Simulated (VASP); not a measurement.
# Mg2CdSe3 in VASP: notebook

The runs below take Mg2CdSe3 through single point, relaxation of cell and atoms, with PBE.

Program: VASP 6.6.1. These are calculated values, not measurements. Logs are shortened: lines on timing, memory, paths and dates and some standing lists are left out, and cuts for length are marked.

## (1) The cell of the first run

The typed cell holds 12 atoms: a = 4.296 Å, b = 4.292 Å, c = 20.922 Å, α = 89.63°, β = 90.22°, γ = 120.05°.

## (2) Single point, PBE

INCAR

```
ALGO = Normal ; EDIFF = 1E-6
ENCUT = 520 ; GGA = PE
ISIF = 2 ; ISMEAR = 0
LASPH = T ; LCHARG = T
LELF = T ; LREAL = F
LVHAR = T ; LWAVE = F
NBANDS = 46 ; NELM = 60
PREC = Accurate ; SIGMA = 0.1
```

KPOINTS

```
k-points
0
Gamma
  6 6 1
```

POSCAR

```
Mg2CdSe3
1.0
    4.2961942954     -0.0006884668     -0.0080662959
   -2.1486087296      3.7156823529      0.0136220269
   -0.0399015663      0.0558214060     20.9220333753
Mg Cd Se
4 2 6
Direct
    0.6660882538      0.3340944060      0.1674374536
    0.6670926839      0.3327887458      0.8303758058
    0.3328069163      0.6657727740      0.3304040168
    0.3338999875      0.6677928459      0.6675157924
    0.6669920162      0.3314550056      0.5011324943
    0.3335539958      0.6651514251      0.0011335120
    0.6661236781      0.3338050217      0.2917135785
    0.6671525719      0.3356767448      0.6293074837
    0.6669279623      0.3331231108      0.9549457109
    0.3325352802      0.6681306314      0.1293630712
    0.3332919594      0.6654738764      0.4548784250
    0.3335346944      0.6667354124      0.7917926559
```

Potentials or basis: VASP PAW PBE potentials, release 64 (Mg, Cd, Se).

Run with:

```
cat potpaw_PBE.64/Mg/POTCAR potpaw_PBE.64/Cd/POTCAR potpaw_PBE.64/Se/POTCAR > POTCAR
mpirun -np 1 vasp_std > vasp.out
```

OUTCAR:

```text
EDIFF = 1E-6
   ENCUT = 520
   GGA = PE
   ISIF = 2
   ISMEAR = 0
   LASPH = T
   LREAL = F
   NELM = 60
   PREC = Accurate

 ion  position               nearest neighbor table
   1  0.666  0.334  0.167-   7 2.60  10 2.60  10 2.60  10 2.60
   2  0.667  0.333  0.830-   9 2.61  12 2.61  12 2.61  12 2.61
   3  0.333  0.666  0.330-  11 2.60   7 2.61   7 2.61   7 2.61
   4  0.334  0.668  0.668-  12 2.60   8 2.60   8 2.60   8 2.61
   5  0.667  0.331  0.501-  11 2.66  11 2.66  11 2.66   8 2.68
   6  0.334  0.665  0.001-   9 2.66   9 2.66   9 2.66  10 2.68
   7  0.666  0.334  0.292-   1 2.60   3 2.61   3 2.61   3 2.61
   8  0.667  0.336  0.629-   4 2.60   4 2.60   4 2.61   5 2.68
   9  0.667  0.333  0.955-   2 2.61   6 2.66   6 2.66   6 2.66
  10  0.333  0.668  0.129-   1 2.60   1 2.60   1 2.60   6 2.68
  11  0.333  0.665  0.455-   3 2.60   5 2.66   5 2.66   5 2.66
  12  0.334  0.667  0.792-   4 2.60   2 2.61   2 2.61   2 2.61

  LATTYP: Found a triclinic cell.
 ALAT       =     7.4307010572
 B/A-ratio  =     0.5774793091
 C/A-ratio  =     2.9939038372
 COS(alpha) =     0.0021324632
 COS(beta)  =     0.1720303610
 COS(gamma) =     0.8656803118

  Lattice vectors:

 A1 = (   0.0010231638,  -7.4306762390,  -0.0191777579)
 A2 = (  -2.1475855658,  -3.7149938861,  -0.0055557310)
 A3 = (   6.4847045913,  -3.7721922257, -20.9437216981)

Analysis of symmetry for initial positions (statically):
=====================================================================
 Subroutine PRICEL returns:
 Original cell was already a primitive cell.

 Routine SETGRP: Setting up the symmetry group for a
 triclinic supercell.

 Subroutine GETGRP returns: Found  1 space group operations
 (whereof  1 operations were pure point group operations)
 out of a pool of  2 trial point group operations.

The static configuration has the point symmetry C_1 .

Analysis of symmetry for dynamics (positions and initial velocities):
=====================================================================
 Subroutine PRICEL returns:
 Original cell was already a primitive cell.

 Routine SETGRP: Setting up the symmetry group for a
 triclinic supercell.

 Subroutine GETGRP returns: Found  1 space group operations
 (whereof  1 operations were pure point group operations)
 out of a pool of  2 trial point group operations.

The dynamic configuration has the point symmetry C_1 .

 Subroutine INISYM returns: Found  1 space group operations
 (whereof  1 operations are pure point group operations),
 and found     1 'primitive' translations

----------------------------------------------------------------------------------------

                                     Primitive cell

  volume of cell :     333.9501

  direct lattice vectors                    reciprocal lattice vectors
     4.296194295 -0.000688467 -0.008066296     0.232785877  0.134609088  0.000084813
    -2.148608730  3.715682353  0.013622027     0.000041784  0.269156366 -0.000718048
    -0.039901566  0.055821406 20.922033375     0.000089721 -0.000123346  0.047797002

  length of vectors
     4.296201923  4.292202276 20.922145892     0.268903102  0.269157327  0.047797245

  position of ions in fractional coordinates (direct lattice)
     0.666088254  0.334094406  0.167437454
     0.667092684  0.332788746  0.830375806
     0.332806916  0.665772774  0.330404017
     0.333899987  0.667792846  0.667515792
     0.666992016  0.331455006  0.501132494
     0.333553996  0.665151425  0.001133512
     0.666123678  0.333805022  0.291713579
     0.667152572  0.335676745  0.629307484
     0.666927962  0.333123111  0.954945711
     0.332535280  0.668130631  0.129363071
     0.333291959  0.665473876  0.454878425
     0.333534694  0.666735412  0.791792656

  ion indices of the primitive-cell ions
   primitive index   ion index
                 1           1
                 2           2
                 3           3
                 4           4
                 5           5
                 6           6
                 7           7
                 8           8
                 9           9
                10          10
                11          11
                12          12

----------------------------------------------------------------------------------------

 KPOINTS: k-points

Automatic generation of k-mesh.
 Grid dimensions read from file:
 generate k-points for:    6    6    1

 Generating k-lattice:

  Cartesian coordinates                     Fractional coordinates (reciprocal lattice)
     0.038797646  0.022434848  0.000014135     0.166666667 -0.000000000 -0.000000000
     0.000006964  0.044859394 -0.000119675     0.000000000  0.166666667  0.000000000
     0.000089721 -0.000123346  0.047797002     0.000000000  0.000000000  1.000000000

  Length of vectors
     0.044817184  0.044859555  0.047797245

  Shift w.r.t. Gamma in fractional coordinates (k-lattice)
     0.000000000  0.000000000  0.000000000

 Subroutine IBZKPT returns following result:
 ===========================================

 Found     20 irreducible k-points:

 Following reciprocal coordinates:
            Coordinates               Weight
  0.000000  0.000000  0.000000      1.000000
  0.166667  0.000000 -0.000000      2.000000
  0.333333 -0.000000 -0.000000      2.000000
  0.500000  0.000000 -0.000000      1.000000
  0.000000  0.166667  0.000000      2.000000
  0.166667  0.166667  0.000000      2.000000
[... 12 lines left out ...]
  0.333333  0.500000  0.000000      2.000000
  0.500000  0.500000  0.000000      1.000000
   k-points           NKPTS =     20   k-points in BZ     NKDIM =     20   number of bands    NBANDS=     46
   number of dos      NEDOS =    301   number of ions     NIONS =     12
   total plane-waves  NPLWV = 163840
   dimension x,y,z NGX =    32 NGY =   32 NGZ =  160
   dimension x,y,z NGXF=    64 NGYF=   64 NGZF=  320
   ions per type =               4   2   6
   NGX,Y,Z   is equivalent  to a cutoff of  12.38, 12.39, 12.71 a.u.
   NGXF,Y,Z  is equivalent  to a cutoff of  24.77, 24.79, 25.43 a.u.
 SYSTEM =  unknown system
   PREC   = accura    normal or accurate (medium, high low for compatibility)
   ISTART =      0    job   : 0-new  1-cont  2-samecut
   ICHARG =      2    charge: 1-file 2-atom 10-const
   ISPIN  =      1    spin polarized calculation?
   LNONCOLLINEAR =      F non collinear calculations
   LSORBIT =      F    spin-orbit coupling
   LASPH  =      T    aspherical Exc in radial PAW
   ENCUT  =  520.0 eV  38.22 Ry    6.18 a.u.   7.99  7.98 38.90*2*pi/ulx,y,z
   NELM   =     60;   NELMIN=  2; NELMDL= -5     # of ELM steps
   EDIFF  = 0.1E-05   stopping-criterion for ELM
   LREAL  =      F    real-space projection
[... 7 lines left out ...]
   TEBEG  =    0.0;   TEEND  =   0.0 temperature during run
   PSTRESS=    0.0 pullay stress
   NELECT =      68.0000    total number of electrons
   NUPDOWN=      -1.0000    fix difference up-down
   EMIN   =  10.00;   EMAX   =-10.00  energy-range for DOS
   EFERMI =   0.00;   METHOD = LEGACY
   ISMEAR =     0;   SIGMA  =   0.10  broadening in eV -4-tet -1-fermi 0-gaus
   EFERMI_NEDOS =   21; number of points for ismear=-14 and -15
   IALGO  =     38    algorithm
   IMIX   =      4    mixing-type and parameters
     AMIX     =   0.40;   BMIX     =  1.00
     AMIX_MAG =   1.60;   BMIX_MAG =  1.00
  volume/ion in A,a.u.               =      27.83       187.80
  Fermi-wavevector in a.u.,A,eV,Ry     =   0.963128  1.820048 12.620972  0.927615
  Thomas-Fermi vector in A             =   2.092646
   LORBIT       =      0    0 simple, 1 ext, 2 COOP (PROOUT), +10 PAW based schemes
   GGA     = PE    functional components
   LHFCALC =     F    Hartree Fock is set to
   AEXX    =    0.0000 exact exchange contribution
   IVDW    =     0    specifies the selected vdW correction
   LEPSILON=     F    determine dielectric tensor
   LRPA    =     F    only Hartree local field effects (RPA)
 non-spin polarized calculation
 Gauss-broadening in eV      SIGMA  =   0.10
  energy-cutoff  :      520.00
  volume of cell :      333.95
 maximum number of plane-waves:      9038
   NGX = 15   NGY = 15   NGZ = 77

 number of electron      67.9999990 magnetization

 Free energy of the ion-electron system (eV)
  ---------------------------------------------------
  ext. energy  EPLUGINS =         0.00000000
  ---------------------------------------------------
  free energy    TOTEN  =       -41.05116529 eV

  energy without entropy =      -41.05116529  energy(sigma->0) =      -41.05116529

 E-fermi :   1.2592     XC(G=0):  -8.2847

 val. band max:        0.7994961782   @ k =   0.0000   0.0000   0.0000
 cond. band min:       2.3361571218   @ k =   0.0000   0.0000   0.0000
 fundamental gap:      1.5366609436
 Fermi energy:         1.2592294268

 k-point     1 :       0.0000    0.0000    0.0000
  band No.  band energies     occupation
      1     -11.2752      2.00000
      2     -11.1956      2.00000
      3     -11.1400      2.00000
      4     -11.0031      2.00000
      5     -10.8227      2.00000
      6     -10.7643      2.00000
[... 38 lines left out ...]
     45       7.0377      0.00000
     46       7.1631      0.00000

 k-point     2 :       0.1667    0.0000   -0.0000
  band No.  band energies     occupation
      1     -11.1853      2.00000
      2     -11.1212      2.00000
      3     -11.0526      2.00000
      4     -10.9437      2.00000
      5     -10.7609      2.00000
      6     -10.7151      2.00000
[... 874 lines left out ...]
 k-point    20 :       0.5000    0.5000    0.0000
  band No.  band energies     occupation
      1     -10.8911      2.00000
      2     -10.8855      2.00000
      3     -10.7503      2.00000
      4     -10.7404      2.00000
      5     -10.5872      2.00000
      6     -10.5773      2.00000
[... 38 lines left out ...]
     45       6.3984      0.00000
     46       7.2462      0.00000

------------------------ aborting loop because EDIFF is reached ----------------------------------------

  FORCE on cell =-STRESS in cart. coord.  units (eV):
  Direction    XX          YY          ZZ          XY          YZ          ZX
  --------------------------------------------------------------------------------------
  -------------------------------------------------------------------------------------
  Total        0.2929983      0.3986661      0.0578570      0.0156889     -0.1497291      0.1068965
  in kB        1.4057046      1.9126623      0.2775779      0.0752697     -0.7183485      0.5128527
  external PRESSURE =       1.1986483 kB  Pullay stress =       0.0000000 kB

 VOLUME and BASIS-vectors are now :
 -----------------------------------------------------------------------------
  energy-cutoff  :      520.00
  volume of cell :      333.95
      direct lattice vectors                 reciprocal lattice vectors
     4.296194295 -0.000688467 -0.008066296     0.232785877  0.134609088  0.000084813
    -2.148608730  3.715682353  0.013622027     0.000041784  0.269156366 -0.000718048
    -0.039901566  0.055821406 20.922033375     0.000089721 -0.000123346  0.047797002

 POSITION                                       TOTAL-FORCE (eV/Angst)
 -----------------------------------------------------------------------------------
      2.13713      1.25028      3.50231        -0.001911      0.003480      0.011117
      2.11779      1.28243     17.37230        -0.000597      0.000842      0.004578
     -0.01387      2.49201      6.91911        -0.000612      0.001185     -0.009726
     -0.02696      2.51834     13.97219        -0.001980     -0.000436      0.003844
      2.13336      1.25910     10.48385        -0.000615     -0.000895     -0.006179
      0.00382      2.47133      0.03009         0.003252     -0.004791      0.002574
      2.13294      1.25614      6.10242         0.001571     -0.000746      0.007089
      2.11987      1.28194     13.16558         0.003596     -0.003427      0.023581
      2.11140      1.29063     19.97856        -0.006256      0.008803     -0.030668
     -0.01208      2.48955      2.71296         0.005123     -0.007392      0.011286
     -0.01611      2.49785      9.52336        -0.002196      0.004518     -0.017855
     -0.03122      2.52135     16.57230         0.000624     -0.001141      0.000359
 -----------------------------------------------------------------------------------
    total drift:                                0.000221     -0.000247     -0.001164

  FREE ENERGIE OF THE ION-ELECTRON SYSTEM (eV)
  ---------------------------------------------------
  free  energy   TOTEN  =       -41.0511652857 eV

  energy  without entropy=      -41.0511652857  energy(sigma->0) =      -41.05116529
```

Wall time 5.1 min (1 thread of Intel Xeon 6975P-C (Granite Rapids), shared host); peak memory 0.55 GiB.

What came out:

```yaml
Free_energy: -41.0512 eV
Pressure: 0.1 GPa
Largest_force: 0.033 eV/Å
Band_gap_on_the_k_mesh: 1.54 eV, direct
```

Forces on the atoms (eV/Å):
```
Mg  -0.002  0.003  0.011
Mg  -0.001  0.001  0.005
Mg  -0.001  0.001 -0.010
Mg  -0.002  0.000  0.004
Cd  -0.001 -0.001 -0.006
Cd   0.003 -0.005  0.003
Se   0.002 -0.001  0.007
Se   0.004 -0.003  0.024
Se  -0.006  0.009 -0.031
Se   0.005 -0.007  0.011
Se  -0.002  0.005 -0.018
Se   0.001 -0.001  0.000
```

Stress tensor (GPa, compression positive):
```
 0.14  0.01  0.05
 0.01  0.19 -0.07
 0.05 -0.07  0.03
```

Levels at points of the mesh, in eV from the valence-band top:
```
           k point  band 31  band 32  band 33  band 34  band 35  band 36  band 37  band 38
(0.00, 0.00, 0.00)    -0.03    -0.02    -0.01     0.00     1.54     2.37     3.06     3.14
(0.50, 0.00, 0.00)    -1.08    -0.92    -0.81    -0.67     2.87     3.47     3.47     3.80
(0.00, 0.50, 0.00)    -1.09    -0.92    -0.82    -0.68     2.87     3.45     3.48     3.79
(0.50, 0.50, 0.00)    -1.08    -0.92    -0.81    -0.67     2.87     3.46     3.49     3.80
```

## (3) Relaxation of cell and atoms, PBE

This run uses another cell than the first one, of 27.77 Å³/atom, 0.998 times its volume.

INCAR

```
SYSTEM = Mg2CdSe3
PREC = Accurate
ENCUT = 600
EDIFF = 1E-7
ISMEAR = 0
SIGMA = 0.02
LREAL = .False.
LASPH = .True.
NELM = 100
ALGO = Normal
ISIF = 3
LWAVE = .False.
LCHARG = .False.
GGA = PE
IBRION = 2
NSW = 100
EDIFFG = -0.01
```

KPOINTS

```
regular mesh
0
Gamma
  6 6 2
  0 0 0
```

POSCAR

```
Mg2CdSe3
1.0
    4.2962871669      0.0000000000      0.0000000000
   -2.1481435834      3.7206938284      0.0000000000
    0.0000000000      0.0000000000     20.8475385204
Mg Cd Se
4 2 6
Direct
    0.6666666667      0.3333333333      0.1673511219
    0.6666666667      0.3333333333      0.8304095494
    0.3333333333      0.6666666667      0.3304095494
    0.3333333333      0.6666666667      0.6673511219
    0.6666666667      0.3333333333      0.5007707520
    0.3333333333      0.6666666667      0.0007707520
    0.6666666667      0.3333333333      0.2919692986
    0.6666666667      0.3333333333      0.6293691666
    0.6666666667      0.3333333333      0.9551301115
    0.3333333333      0.6666666667      0.1293691666
    0.3333333333      0.6666666667      0.4551301115
    0.3333333333      0.6666666667      0.7919692986
```

Potentials or basis: VASP PAW PBE potentials, release 64 (Mg, Cd, Se).

Run with:

```
cat potpaw_PBE.64/Mg/POTCAR potpaw_PBE.64/Cd/POTCAR potpaw_PBE.64/Se/POTCAR > POTCAR
mpirun -np 1 vasp_std > vasp.out
```

Wall time 17 min (1 thread of Intel Xeon Platinum 8259CL at 2.50GHz (Skylake/Cascade Lake), shared host); peak memory 0.65 GiB.

The run converged. Its results:

```yaml
Free_energy: -41.0565 eV
Relaxed_volume: 27.89 Å³/atom
Relaxed_cell: a = 4.301 Å, b = 4.301 Å, c = 20.886 Å, α = 90.00°, β = 90.00°, γ = 120.00°
Space_group_after_relaxing_to_0.05_Å: P6_3mc (No. 186)
Energy_gained_by_relaxing: 0.1 meV/atom
Ionic_steps: 5
Pressure_after_relaxing: 0.0 GPa
Largest_force_after_relaxing: 0.009 eV/Å
Band_gap_on_the_k_mesh: 1.54 eV, direct
```

Forces in eV/Å, atoms in the order of the input:
```
Mg   0.000  0.000  0.009
Mg   0.000  0.000 -0.009
Mg   0.000  0.000 -0.009
Mg   0.000  0.000  0.009
Cd   0.000  0.000  0.003
Cd   0.000  0.000  0.003
Se   0.000  0.000 -0.005
Se   0.000  0.000  0.002
Se   0.000  0.000  0.000
Se   0.000  0.000  0.002
Se   0.000  0.000  0.000
Se   0.000  0.000 -0.005
```

Step by step:
```csv
step,energy change (eV),largest force (eV/Å),pressure (GPa),volume (Å³)
1,0.0000,0.0384,0.20,333.25
2,-0.0011,0.0202,-0.03,334.96
3,-0.0011,0.0214,-0.02,334.84
4,-0.0013,0.0156,-0.01,334.79
5,-0.0014,0.0088,0.00,334.67
```

Final structure:
```xyz
12
Lattice="4.3015 0.0000 0.0000 -2.1507 3.7252 0.0000 0.0000 0.0000 20.8856" Properties=species:S:1:pos:R:3 pbc="T T T"
Mg    2.1507    1.2417    3.4972
Mg    2.1507    1.2417   17.3397
Mg    0.0000    2.4835    6.8969
Mg    0.0000    2.4835   13.9401
Cd    2.1507    1.2417   10.4625
Cd    0.0000    2.4835    0.0197
Se    2.1507    1.2417    6.0980
Se    2.1507    1.2417   13.1489
Se    2.1507    1.2417   19.9427
Se    0.0000    2.4835    2.7061
Se    0.0000    2.4835    9.4999
Se    0.0000    2.4835   16.5408
```

Levels at points of the mesh, in eV from the valence-band top:
| k point | band 31 | band 32 | band 33 | band 34 | band 35 | band 36 | band 37 | band 38 |
| --- | --- | --- | --- | --- | --- | --- | --- | --- |
| (0.00, 0.00, 0.00) | -0.02 | -0.02 | 0.00 | 0.00 | 1.54 | 2.37 | 3.06 | 3.13 |
| (0.50, 0.00, 0.00) | -1.07 | -0.89 | -0.81 | -0.66 | 2.88 | 3.48 | 3.48 | 3.80 |
| (0.00, 0.00, 0.50) | -0.01 | -0.01 | -0.01 | -0.01 | 1.95 | 1.95 | 3.09 | 3.09 |
| (0.50, 0.00, 0.50) | -1.07 | -1.07 | -0.72 | -0.72 | 3.13 | 3.13 | 3.69 | 3.69 |

A k mesh can miss the band edges.
